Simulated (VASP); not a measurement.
Wanted: the native input for a VASP 6.6.1 run.

```
Task                   : single point
Functional             : LDA
Potentials or basis    : VASP PAW LDA potentials, release 64 (Zn, Se)
Cutoff                 : 520 eV
k mesh                 : 8 × 8 × 6
Occupations            : gaussian, width 0.05 eV
Spin                   : no spin polarisation
Dipole correction      : no
Further INCAR settings : ALGO = Normal; EDIFF = 1e-06; NBANDS = 26
```

The structure of ZnSe lies in POSCAR:

```
ZnSe
1.0
    4.1030397429      0.0000000000      0.0000000000
    0.0000000000      4.1030397429      0.0000000000
    0.0000000000      0.0000000000      5.4151678808
Zn Se
2 2
Direct
    0.0000000000      0.0000000000      0.0000000000
    0.5000000000      0.5000000000      0.0000000000
    0.0000000000      0.5000000000      0.3173336233
    0.5000000000      0.0000000000      0.6826663767
```

This cell differs from its parent crystal: atoms shifted along a free coordinate.

The input as run:

INCAR

```
SYSTEM = ZnSe
PREC = Accurate
ENCUT = 520
EDIFF = 1E-6
ISMEAR = 0
SIGMA = 0.05
LREAL = .FALSE.
LASPH = .TRUE.
NELM = 60
ALGO = Normal
ISIF = 2
LWAVE = .FALSE.
LCHARG = .FALSE.
GGA = CA
NBANDS = 26
```

KPOINTS

```
Automatic mesh
0
G
  8 8 6
  0 0 0
```

Potentials or basis: VASP PAW LDA potentials, release 64 (Zn, Se).

Command:

```bash
$ cat potpaw_LDA.64/Zn/POTCAR potpaw_LDA.64/Se/POTCAR > POTCAR
$ mpirun -np 1 vasp_std > vasp.out
```

Results of the run:

```json
{"Pressure": "-9.6 GPa", "Largest force": "2.230 eV/Å", "Band gap on the k mesh": "0.64 eV"}
```

Caveat: the cell differs from its parent crystal (atoms shifted along a free coordinate); the cell stands under tension; forces of over 1 eV/Å act on the atoms, so gaps and moduli don't describe the material at rest.

Wall time 98 s on 1 thread of Intel Xeon 8259CL, with other jobs on the host, peak memory 0.24 GiB.
